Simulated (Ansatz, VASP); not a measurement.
## Ga4As3P in VASP and in Ansatz

File INCAR:

```
ALGO     = Normal         # electronic algorithm
EDIFF    = 1E-6           # SCF threshold, eV
ENCUT    = 520            # plane-wave cutoff, eV
GGA      = PE             # functional
ISIF     = 2              # what is computed and relaxed
ISMEAR   = -1             # smearing method
LASPH    = True           # aspherical terms in the spheres
LCHARG   = False          # write CHGCAR
LREAL    = False          # projectors in reciprocal space
LWAVE    = False          # write WAVECAR
NBANDS   = 46             # bands
NELM     = 80             # most SCF steps
PREC     = Accurate       # precision mode
SIGMA    = 0.02           # smearing width, eV
```

KPOINTS

```
k-points
0
Gamma
  6 4 4
```

File POSCAR:

```
Ga4As3P
1.0
    3.9703331044      0.0000000000      0.0000000000
    0.0000000000      3.9689306256      5.6082376746
    0.0000000000     -3.9689306256      5.6082376746
P As Ga
1 3 4
Direct
    0.0000000000     -0.0000402676     -0.0000402676
    0.5000000000     -0.0002478565      0.5001667184
    0.5000000000      0.5001667184     -0.0002478565
    0.0000000000      0.5001865662      0.5001865662
    0.5000000000      0.8794828451      0.8794828451
    0.0000000000      0.8778076202      0.3678915179
    0.0000000000      0.3678915179      0.8778076202
    0.5000000000      0.3747528564      0.3747528564
```

Input for Ansatz:

```yaml
crystal:
  lattice:
    - [3.9703331044, 0.0, 0.0]
    - [0.0, 3.9689306256, 5.6082376746]
    - [0.0, -3.9689306256, 5.6082376746]
  atoms:
    - { symbol: P, position: [0.0, -4.02676e-05, -4.02676e-05] }
    - { symbol: As, position: [0.5, -0.0002478565, 0.5001667184] }
    - { symbol: As, position: [0.5, 0.5001667184, -0.0002478565] }
    - { symbol: As, position: [0.0, 0.5001865662, 0.5001865662] }
    - { symbol: Ga, position: [0.5, 0.8794828451, 0.8794828451] }
    - { symbol: Ga, position: [0.0, 0.8778076202, 0.3678915179] }
    - { symbol: Ga, position: [0.0, 0.3678915179, 0.8778076202] }
    - { symbol: Ga, position: [0.5, 0.3747528564, 0.3747528564] }
kpoints:
  mp_grid: { grid: [6, 4, 4] }
  band_path:
    path:
      - [[0.0, 0.0, 0.0], [5.010358170335e-19, 0.5, 0.5], [5.899137658366e-19, 0.6247913874455, 0.3752086125545]]
      - [[2.672281520361e-19, 0.3752086125545, -0.3752086125545], [0.0, 0.0, 0.0], [0.5, 1.355093525212e-18, 6.434763384052e-19], [0.5, 0.3752086125545, -0.3752086125545]]
      - [[0.5, 0.6247913874455, 0.3752086125545], [0.5, 0.5, 0.5], [5.010358170335e-19, 0.5, 0.5]]
      - [[0.0, 0.0, 0.0], [4.285709589363e-19, 0.5, -8.686522512382e-19], [0.5, 0.5, -8.686522512382e-19], [0.5, 1.355093525212e-18, 6.434763384052e-19], [0.5, 0.5, 0.5]]
    npoints: 10
hamiltonian:
  xc: pbe
scf:
  occupations: { method: fermi_dirac, width: 0.02 }
  n_extra_bands: 6
output:
  forces: true
  stress: true
  eigenvalues: true
```

Alike in both runs: task single point; functional PBE; k mesh 6 × 4 × 4; occupations fermi-dirac, width 0.02 eV; no spin polarisation.

```csv
,VASP,Ansatz
version,VASP 6.6.1,Ansatz 0.2.0
potentials or method,"VASP PAW PBE potentials, release 64 (P, As, Ga_d)","plane waves, PAW"
plane-wave cutoff (eV),520,420
valence electrons in the cell,72,102
```

|  | VASP | Ansatz | Ansatz less VASP |
| --- | --- | --- | --- |
| gap on the k mesh at the Fermi level (eV) | 0.74 | 0.74 | -0.001 |
| pressure (GPa) | 2.9 | 2.7 | -0.16 |
| rms of the force components (eV/Å) | 0.023 | 0.018 | -0.0050 |

Atom by atom the forces differ by 0.005 eV/Å (rms over components). VASP's potentials hold 72 valence electrons a cell and Ansatz's 102, so a difference there can come from the potentials and not from the codes.
